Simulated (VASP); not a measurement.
Crystal: Ni.

```xyz
1
Lattice="0.0000 1.7718 1.7718 1.7718 0.0000 1.7718 1.7718 1.7718 0.0000" Properties=species:S:1:pos:R:3 pbc="T T T"
Ni    0.0000    0.0000    0.0000
```

* Program: VASP 6.6.1
* Task: relaxation of cell and atoms
* Functional: PBE
* Potentials or basis: VASP PAW PBE potentials, release 64 (Ni)
* Cutoff: 600 eV
* k mesh: 18 × 18 × 18
* Occupations: fermi-dirac, width 0.08 eV
* Spin: collinear spin, ferromagnetic start
* Starting moments: [1.5] μB

At the start: pressure -3.9 GPa; volume 11.12 Å³/atom.

How do energy, volume and symmetry change on relaxing?

Over 3 steps the energy falls by 3.0 meV/atom and the volume is 10.89 Å³/atom (-2.1 %); space group Fm-3m (No. 225, to 0.05 Å); moment 0.62 μB per cell.

The path:
| step | energy change (eV) | largest force (eV/Å) | pressure (GPa) | volume (Å³) |
| --- | --- | --- | --- | --- |
| 1 | 0.0000 | 0.0000 | -3.95 | 11.12 |
| 2 | -0.0006 | 0.0000 | 3.83 | 10.69 |
| 3 | -0.0030 | 0.0000 | 0.02 | 10.89 |

Final structure:
```
Ni
1.0
     0.00000    1.75924    1.75924
     1.75924    0.00000    1.75924
     1.75924    1.75924    0.00000
Ni
1
Direct
  0.00000 0.00000 0.00000
```
